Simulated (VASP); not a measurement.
# GaGe3 (Fm-3m) in VASP: further runs

The runs below take GaGe3 through single point, with PBEsol.

Everything below comes from runs of VASP 6.6.1. Logs are shortened: lines on timing, memory, paths and dates and some standing lists are left out, and cuts for length are marked.

**1. The cell of the first run**

The structure is cubic, space group Fm-3m (No. 225). Conventional cell: a = 6.774 Å, b = 6.774 Å, c = 6.774 Å, α = 90.00°, β = 90.00°, γ = 90.00°. Within 3.9 Å of Ge (site symmetry m-3m) lie 8 Ge at 2.93 Å and 6 Ga at 3.39 Å. Ge (site symmetry -43m) has 10 Ge at 2.93 to 3.39 Å and 4 Ga at 2.93 Å within 3.9 Å. Ga (site symmetry m-3m) has 14 Ge at 2.93 to 3.39 Å within 3.9 Å.

**2. Single point, PBEsol, non-collinear spin, zero start, spin-orbit coupling**

File INCAR:

```
SYSTEM = GaGe3
ALGO = Normal ; EDIFF = 1E-7
ENCUT = 520 ; GGA = PS
GGA_COMPAT = .FALSE. ; ISIF = 2
ISMEAR = 1 ; LASPH = .TRUE.
LCHARG = .FALSE. ; LORBIT = 11
LORBMOM = .TRUE. ; LREAL = .FALSE.
LSORBIT = .TRUE. ; LWAVE = .FALSE.
MAGMOM = 0 0 0 0 0 0 0 0 0 0 0 0 ; NBANDS = 69
NELM = 150 ; PREC = Accurate
SIGMA = 0.1
```

File KPOINTS:

```
k-points
0
G
  6 6 6
  0 0 0
```

File POSCAR:

```
GaGe3
1.0
    0.0000000000      3.3871670000      3.3871670000
    3.3871670000      0.0000000000      3.3871670000
    3.3871670000      3.3871670000      0.0000000000
Ge Ga
3 1
Direct
    0.5000000000      0.5000000000      0.5000000000
    0.7500000000      0.7500000000      0.7500000000
    0.2500000000      0.2500000000      0.2500000000
    0.0000000000      0.0000000000      0.0000000000
```

Potentials or basis: VASP PAW PBE potentials, release 64 (Ge_d, Ga_d).

Run with:

```bash
$ cat potpaw_PBE.64/Ge_d/POTCAR potpaw_PBE.64/Ga_d/POTCAR > POTCAR
$ mpirun -np 1 vasp_ncl > vasp.out
```

OUTCAR:

```text
SYSTEM = GaGe3
   EDIFF = 1E-7
   ENCUT = 520
   GGA = PS
   ISIF = 2
   ISMEAR = 1
   LASPH = .TRUE.
   LORBIT = 11
   LREAL = .FALSE.
   LSORBIT = .TRUE.
   NELM = 150
   PREC = Accurate

 ion  position               nearest neighbor table
   1  0.500  0.500  0.500-
   2  0.750  0.750  0.750-
   3  0.250  0.250  0.250-
   4  0.000  0.000  0.000-

  LATTYP: Found a face centered cubic cell.
 ALAT       =     6.7743340000

  Lattice vectors:

 A1 = (   0.0000000000,   3.3871670000,   3.3871670000)
 A2 = (   3.3871670000,   0.0000000000,   3.3871670000)
 A3 = (   3.3871670000,   3.3871670000,   0.0000000000)

Analysis of symmetry for initial positions (statically):
=====================================================================
 Subroutine PRICEL returns:
 Original cell was already a primitive cell.

 Routine SETGRP: Setting up the symmetry group for a
 face centered cubic supercell.

 Subroutine GETGRP returns: Found 48 space group operations
 (whereof 48 operations were pure point group operations)
 out of a pool of 48 trial point group operations.

The static configuration has the point symmetry O_h .

Analysis of symmetry for dynamics (positions and initial velocities):
=====================================================================
 Subroutine PRICEL returns:
 Original cell was already a primitive cell.

 Routine SETGRP: Setting up the symmetry group for a
 face centered cubic supercell.

 Subroutine GETGRP returns: Found 48 space group operations
 (whereof 48 operations were pure point group operations)
 out of a pool of 48 trial point group operations.

The dynamic configuration has the point symmetry O_h .

Analysis of structural, dynamic, and magnetic symmetry:
=====================================================================
 Subroutine PRICEL returns:
 Original cell was already a primitive cell.

 Routine SETGRP: Setting up the symmetry group for a
 face centered cubic supercell.

 Subroutine GETGRP returns: Found 48 space group operations
 (whereof 48 operations were pure point group operations)
 out of a pool of 48 trial point group operations.

The overall configuration has the point symmetry O_h .

 Subroutine INISYM returns: Found 48 space group operations
 (whereof 48 operations are pure point group operations),
 and found     1 'primitive' translations

----------------------------------------------------------------------------------------

                                     Primitive cell

  volume of cell :      77.7213

  direct lattice vectors                    reciprocal lattice vectors
     0.000000000  3.387167000  3.387167000    -0.147615987  0.147615987  0.147615987
     3.387167000  0.000000000  3.387167000     0.147615987 -0.147615987  0.147615987
     3.387167000  3.387167000  0.000000000     0.147615987  0.147615987 -0.147615987

  length of vectors
     4.790177509  4.790177509  4.790177509     0.255678390  0.255678390  0.255678390

  position of ions in fractional coordinates (direct lattice)
     0.500000000  0.500000000  0.500000000
     0.750000000  0.750000000  0.750000000
     0.250000000  0.250000000  0.250000000
     0.000000000  0.000000000  0.000000000

  ion indices of the primitive-cell ions
   primitive index   ion index
                 1           1
                 2           2
                 3           3
                 4           4

----------------------------------------------------------------------------------------

 KPOINTS: k-points

Automatic generation of k-mesh.
 Grid dimensions read from file:
 generate k-points for:    6    6    6

[... 94 lines left out ...]

 number of electron      55.0000038 magnetization       0.0000000     -0.0000000     -0.0000000

 Free energy of the ion-electron system (eV)
  ---------------------------------------------------
  ext. energy  EPLUGINS =         0.00000000
  ---------------------------------------------------
  free energy    TOTEN  =       -17.12962424 eV

  energy without entropy =      -17.13282922  energy(sigma->0) =      -17.13069256

 E-fermi :   5.9795     XC(G=0): -11.2199

 val. band max:        5.8443940367   @ k =   0.1667   0.1667   0.0000
 cond. band min:       6.0534342560   @ k =   0.3333   0.1667   0.0000
 fundamental gap:      0.2090402193
 Fermi energy:         5.9794675783

 k-point     1 :       0.0000    0.0000    0.0000
  band No.  band energies     occupation
      1     -18.9331      1.00000
      2     -18.9331      1.00000
      3     -18.9331      1.00000
      4     -18.9331      1.00000
      5     -18.9247      1.00000
      6     -18.9247      1.00000
[... 1109 lines left out ...]
     66      11.4012      0.00000
     67      11.6215      0.00000
 [bands above 67 left out]

------------------------ aborting loop because EDIFF is reached ----------------------------------------

  FORCE on cell =-STRESS in cart. coord.  units (eV):
  Direction    XX          YY          ZZ          XY          YZ          ZX
  --------------------------------------------------------------------------------------
  -------------------------------------------------------------------------------------
  Total       -1.4249922     -1.4249922     -1.4249922      0.0000000      0.0000000      0.0000000
  in kB      -29.3753636    -29.3753636    -29.3753636      0.0000000      0.0000000      0.0000000
  external PRESSURE =     -29.3753636 kB  Pullay stress =       0.0000000 kB

 VOLUME and BASIS-vectors are now :
 -----------------------------------------------------------------------------
  energy-cutoff  :      520.00
  volume of cell :       77.72
      direct lattice vectors                 reciprocal lattice vectors
     0.000000000  3.387167000  3.387167000    -0.147615987  0.147615987  0.147615987
     3.387167000  0.000000000  3.387167000     0.147615987 -0.147615987  0.147615987
     3.387167000  3.387167000  0.000000000     0.147615987  0.147615987 -0.147615987

 POSITION                                       TOTAL-FORCE (eV/Angst)
 -----------------------------------------------------------------------------------
      3.38717      3.38717      3.38717         0.000000     -0.000000      0.000000
      5.08075      5.08075      5.08075         0.000000      0.000000      0.000000
      1.69358      1.69358      1.69358        -0.000000     -0.000000     -0.000000
      0.00000      0.00000      0.00000         0.000000     -0.000000      0.000000
 -----------------------------------------------------------------------------------
    total drift:                                0.000000      0.000000      0.000000

  FREE ENERGIE OF THE ION-ELECTRON SYSTEM (eV)
  ---------------------------------------------------
  free  energy   TOTEN  =       -17.1296242357 eV

  energy  without entropy=      -17.1328292168  energy(sigma->0) =      -17.13069256

 orbital moment (x)

 # of ion     p       d       tot
 ----------------------------------------
  1         0.000   0.000   0.000
  2         0.000  -0.000  -0.000
  3         0.000  -0.000   0.000
  4        -0.000  -0.000  -0.000
 ----------------------------------------
            0.000  -0.000   0.000

 orbital moment (y)

 # of ion     p       d       tot
 ----------------------------------------
  1         0.000   0.000   0.000
  2        -0.000   0.000  -0.000
  3         0.000   0.000   0.000
  4         0.000  -0.000  -0.000
 ----------------------------------------
           -0.000   0.000   0.000

 orbital moment (z)

 # of ion     p       d       tot
 ----------------------------------------
  1         0.000   0.000   0.000
  2         0.000   0.000   0.000
  3         0.000   0.000   0.000
  4         0.000   0.000   0.000
 ----------------------------------------
            0.000   0.000   0.000

 Spin-Orbit-Coupling matrix elements

 Ion:    1  E_soc:     -0.0180911
 l=   1
     0.0000000    -0.0020812    -0.0020812
    -0.0020812     0.0000000    -0.0020812
    -0.0020812    -0.0020812     0.0000000
 l=   2
     0.0000000    -0.0001866     0.0000000    -0.0001866    -0.0007474
    -0.0001866     0.0000000    -0.0005605    -0.0001866    -0.0001868
     0.0000000    -0.0005605     0.0000000    -0.0005605     0.0000000
    -0.0001866    -0.0001866    -0.0005605     0.0000000    -0.0001868
    -0.0007474    -0.0001868     0.0000000    -0.0001868     0.0000000
 l=   3
     0.0000000     0.0000000     0.0000000     0.0000000     0.0000000     0.0000000     0.0000000
     0.0000000     0.0000000     0.0000000     0.0000000     0.0000000     0.0000000     0.0000000
     0.0000000     0.0000000     0.0000000     0.0000000     0.0000000     0.0000000     0.0000000
     0.0000000     0.0000000     0.0000000     0.0000000     0.0000000     0.0000000     0.0000000
[... 49 lines left out ...]
 l=   2
     0.0000000    -0.0001662     0.0000000    -0.0001662    -0.0006672
    -0.0001662     0.0000000    -0.0005004    -0.0001662    -0.0001668
     0.0000000    -0.0005004     0.0000000    -0.0005004     0.0000000
    -0.0001662    -0.0001662    -0.0005004     0.0000000    -0.0001668
    -0.0006672    -0.0001668     0.0000000    -0.0001668     0.0000000
 l=   3
     0.0000000     0.0000000     0.0000000     0.0000000     0.0000000     0.0000000     0.0000000
     0.0000000     0.0000000     0.0000000     0.0000000     0.0000000     0.0000000     0.0000000
     0.0000000     0.0000000     0.0000000     0.0000000     0.0000000     0.0000000     0.0000000
     0.0000000     0.0000000     0.0000000     0.0000000     0.0000000     0.0000000     0.0000000
     0.0000000     0.0000000     0.0000000     0.0000000     0.0000000     0.0000000     0.0000000
     0.0000000     0.0000000     0.0000000     0.0000000     0.0000000     0.0000000     0.0000000
     0.0000000     0.0000000     0.0000000     0.0000000     0.0000000     0.0000000     0.0000000

 total charge

# of ion       s       p       d       tot
------------------------------------------
    1        1.273   0.888  10.014  12.175
    2        1.275   0.875  10.012  12.162
    3        1.275   0.875  10.012  12.162
    4        1.043   0.504   9.960  11.507
--------------------------------------------------
tot          4.867   3.142  39.998  48.007

 magnetization (x)

# of ion       s       p       d       tot
------------------------------------------
    1        0.000  -0.000   0.000  -0.000
    2        0.000   0.000   0.000   0.000
    3        0.000   0.000   0.000   0.000
    4       -0.000  -0.000   0.000  -0.000
--------------------------------------------------
tot         -0.000   0.000   0.000   0.000

 magnetization (y)

# of ion       s       p       d       tot
------------------------------------------
    1       -0.000   0.000   0.000  -0.000
    2        0.000   0.000   0.000   0.000
    3        0.000   0.000   0.000   0.000
    4        0.000  -0.000  -0.000  -0.000
--------------------------------------------------
tot         -0.000  -0.000  -0.000  -0.000

 magnetization (z)

# of ion       s       p       d       tot
------------------------------------------
    1        0.000   0.000   0.000   0.000
    2        0.000   0.000   0.000   0.000
    3        0.000   0.000   0.000   0.000
    4        0.000   0.000   0.000   0.000
--------------------------------------------------
tot          0.000   0.000   0.000   0.000
```

It took 4.3 min on 1 thread of Oxide Virtual Turin-like, shared host; peak memory 0.41 GiB.

Results:

| Property | Result |
| --- | --- |
| Free energy | -17.1296 eV |
| Pressure | -2.9 GPa |
| Net moment | 0.00 μB per cell |
| Valence electrons inside the program's atomic spheres | Ge 12.18, 12.16 (each value once); Ga 11.51 |

Moments on the atoms (μB; x, y, z):
```
Ge  0.00 0.00 0.00
Ge  0.00 0.00 0.00
Ge  0.00 0.00 0.00
Ga  0.00 0.00 0.00
```

Caveat: the PAW data sets were made with another functional, which shifts forces and pressure a little.

**3. Single point, PBEsol, non-collinear spin, zero start, spin-orbit coupling**

File INCAR:

```
ALGO = Normal ; EDIFF = 1E-6
ENCUT = 520 ; GGA = PS
GGA_COMPAT = F ; ISIF = 2
ISMEAR = 1 ; LASPH = T
LCHARG = T ; LORBIT = 11
LORBMOM = T ; LREAL = F
LSORBIT = T ; LVHAR = T
LWAVE = F ; MAGMOM = 0 0 0 0 0 0 0 0 0 0 0 0
NBANDS = 69 ; NELM = 150
PREC = Accurate ; SIGMA = 0.1
```

File KPOINTS:

```
k-points
0
Gamma
  6 6 6
```

POSCAR is that of step 2.

Potentials or basis: VASP PAW PBE potentials, release 64 (Ge_d, Ga_d).

Run with:

```bash
$ cat potpaw_PBE.64/Ge_d/POTCAR potpaw_PBE.64/Ga_d/POTCAR > POTCAR
$ mpirun -np 1 vasp_ncl > vasp.out
```

OUTCAR:

```text
EDIFF = 1E-6
   ENCUT = 520
   GGA = PS
   ISIF = 2
   ISMEAR = 1
   LASPH = T
   LORBIT = 11
   LREAL = F
   LSORBIT = T
   NELM = 150
   PREC = Accurate

 ion  position               nearest neighbor table
   1  0.500  0.500  0.500-
   2  0.750  0.750  0.750-
   3  0.250  0.250  0.250-
   4  0.000  0.000  0.000-

  LATTYP: Found a face centered cubic cell.
 ALAT       =     6.7743340000

  Lattice vectors:

 A1 = (   0.0000000000,   3.3871670000,   3.3871670000)
 A2 = (   3.3871670000,   0.0000000000,   3.3871670000)
 A3 = (   3.3871670000,   3.3871670000,   0.0000000000)

[... 1457 lines left out ...]
     0.0000000     0.0000000     0.0000000     0.0000000     0.0000000     0.0000000     0.0000000
     0.0000000     0.0000000     0.0000000     0.0000000     0.0000000     0.0000000     0.0000000
     0.0000000     0.0000000     0.0000000     0.0000000     0.0000000     0.0000000     0.0000000
     0.0000000     0.0000000     0.0000000     0.0000000     0.0000000     0.0000000     0.0000000
     0.0000000     0.0000000     0.0000000     0.0000000     0.0000000     0.0000000     0.0000000

 total charge

# of ion       s       p       d       tot
------------------------------------------
    1        1.273   0.888  10.014  12.175
    2        1.275   0.875  10.012  12.162
    3        1.275   0.875  10.012  12.162
    4        1.043   0.504   9.960  11.507
--------------------------------------------------
tot          4.867   3.142  39.998  48.007

 magnetization (x)

# of ion       s       p       d       tot
------------------------------------------
    1        0.000   0.000  -0.000   0.000
    2        0.000   0.000   0.000   0.000
    3        0.000   0.000   0.000   0.000
    4        0.000  -0.000   0.000  -0.000
--------------------------------------------------
tot          0.000   0.000   0.000   0.000

 magnetization (y)

# of ion       s       p       d       tot
------------------------------------------
    1       -0.000  -0.000   0.000  -0.000
    2        0.000   0.000   0.000   0.000
    3        0.000   0.000   0.000   0.000
    4        0.000   0.000   0.000   0.000
--------------------------------------------------
tot          0.000   0.000   0.000   0.000

 magnetization (z)

# of ion       s       p       d       tot
------------------------------------------
    1       -0.000  -0.000   0.000  -0.000
    2        0.000   0.000   0.000   0.000
    3        0.000   0.000   0.000   0.000
    4       -0.000  -0.000   0.000  -0.000
--------------------------------------------------
tot         -0.000  -0.000   0.000   0.000
```

OSZICAR:

```text
N       E                     dE             d eps       ncg     rms          rms(c)
DAV:   1     0.615025523441E+03    0.61503E+03   -0.24194E+04  2620   0.428E+03
DAV:   2     0.122108569655E+03   -0.49292E+03   -0.47298E+03  2208   0.107E+03
DAV:   3    -0.444146608035E+01   -0.12655E+03   -0.12201E+03  2301   0.272E+02
DAV:   4    -0.167043037198E+02   -0.12263E+02   -0.11783E+02  2580   0.914E+01
DAV:   5    -0.172073459656E+02   -0.50304E+00   -0.49495E+00  2498   0.200E+01    0.219E+00
DAV:   6    -0.171477754853E+02    0.59570E-01   -0.34065E-01  2732   0.663E+00    0.101E+00
DAV:   7    -0.171313406102E+02    0.16435E-01   -0.63088E-02  2699   0.317E+00    0.280E-01
DAV:   8    -0.171297299960E+02    0.16106E-02   -0.69227E-03  2604   0.216E+00    0.121E-01
DAV:   9    -0.171296212495E+02    0.10875E-03   -0.16127E-03  3281   0.429E-01    0.434E-02
DAV:  10    -0.171296170672E+02    0.41823E-05   -0.10017E-04  2679   0.172E-01    0.224E-02
DAV:  11    -0.171296218819E+02   -0.48148E-05   -0.16233E-05  2887   0.498E-02    0.908E-03
DAV:  12    -0.171296239733E+02   -0.20914E-05   -0.53878E-06  2348   0.418E-02    0.164E-03
DAV:  13    -0.171296241379E+02   -0.16455E-06   -0.38624E-07  1324   0.127E-02
   1 F= -.17129624E+02 E0= -.17130693E+02  d E =0.320527E-02  mag=     0.0000    -0.0000     0.0000
```

It took 3.8 min on 1 thread of Oxide Virtual Turin-like, shared host; peak memory 0.42 GiB.

Results:

| Item | Value |
| --- | --- |
| Free energy | -17.1296 eV |
| Pressure | -2.9 GPa |
| Net moment | 0.00 μB per cell |
| Valence electrons inside the program's atomic spheres | Ge 12.18, 12.16 (each value once); Ga 11.51 |

Moments on the atoms (μB; x, y, z):
```
Ge  0.00 0.00 0.00
Ge  0.00 0.00 0.00
Ge  0.00 0.00 0.00
Ga  0.00 0.00 0.00
```

Caveat: the PAW data sets were made with another functional, which shifts forces and pressure a little.
